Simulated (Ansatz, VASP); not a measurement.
**One calculation of In, two programs**

Contents of INCAR:

```
SYSTEM = In
ALGO     = Normal         ! electronic algorithm
EDIFF    = 1E-6           ! SCF threshold, eV
ENCUT    = 520            ! plane-wave cutoff, eV
GGA      = PS             ! functional
ISIF     = 2              ! what is computed and relaxed
ISMEAR   = -1             ! smearing method
IVDW     = 12             ! dispersion correction
LASPH    = .True.         ! aspherical terms in the spheres
LCHARG   = .True.         ! write CHGCAR
LELF     = .True.         ! ELF
LREAL    = .False.        ! projectors in reciprocal space
LVHAR    = .True.       
LWAVE    = .False.        ! write WAVECAR
NBANDS   = 20             ! bands
NELM     = 60             ! most SCF steps
PREC     = Accurate       ! precision mode
SIGMA    = 0.1            ! smearing width, eV
```

File KPOINTS:

```
k-points
0
Gamma
  7 7 4
  0 0 0
```

The input POSCAR:

```
In
1.0
    3.3215900000     -0.1127500000      0.0595700000
   -1.7584400000      2.9742900000     -0.1081400000
    0.0984000000     -0.1494400000      5.4680500000
In
2
Direct
    0.3308000000      0.6710100000      0.2479600000
    0.6666000000      0.3237000000      0.7510000000
```

Input for Ansatz:

```yaml
crystal:
  lattice:
    - [3.32159, -0.11275, 0.05957]
    - [-1.75844, 2.97429, -0.10814]
    - [0.0984, -0.14944, 5.46805]
  atoms:
    - { symbol: In, position: [0.3308, 0.67101, 0.24796] }
    - { symbol: In, position: [0.6666000000000001, 0.3237, 0.751] }
basis:
  ecutwfc: 510.0
kpoints:
  mp_grid:
    grid: [7, 7, 4]
hamiltonian:
  xc: pbesol
  dispersion: d3bj
scf:
  convergence:
    dr2_threshold: 1.0e-07
  occupations:
    method: fermi_dirac
    width: 0.1
output:
  write_density: true
  write_potential: true
  volumetric_format: npy
  elf: true
  forces: true
  stress: true
```

Alike in both runs: task single point; functional PBEsol; dispersion D3(BJ); k mesh 7 × 7 × 4; occupations fermi-dirac, width 0.1 eV; no spin polarisation.

```csv
,VASP,Ansatz
version,VASP 6.6.1,Ansatz 0.2.0
potentials or method,"VASP PAW PBE potentials, release 64 (In_d), cutoff 520 eV","plane waves, PAW"
valence electrons in the cell,26,26
```

```tsv
	VASP	Ansatz	Ansatz less VASP
gap on the k mesh at the Fermi level (eV)	none	none	-
pressure (GPa)	-3.5	-3.5	+0.04
traceless stress, the component that is largest in VASP (GPa)	1.23	1.23	0.000
rms of the force components (eV/Å)	0.017	0.017	-0.0001
```

VASP's potentials were made for PBE, not for PBEsol. Atom by atom the forces differ by 0.000 eV/Å (rms over components). A gap of «none» marks a metal or a gap that the smearing closes. Ansatz's warnings: stress scf threshold loose.
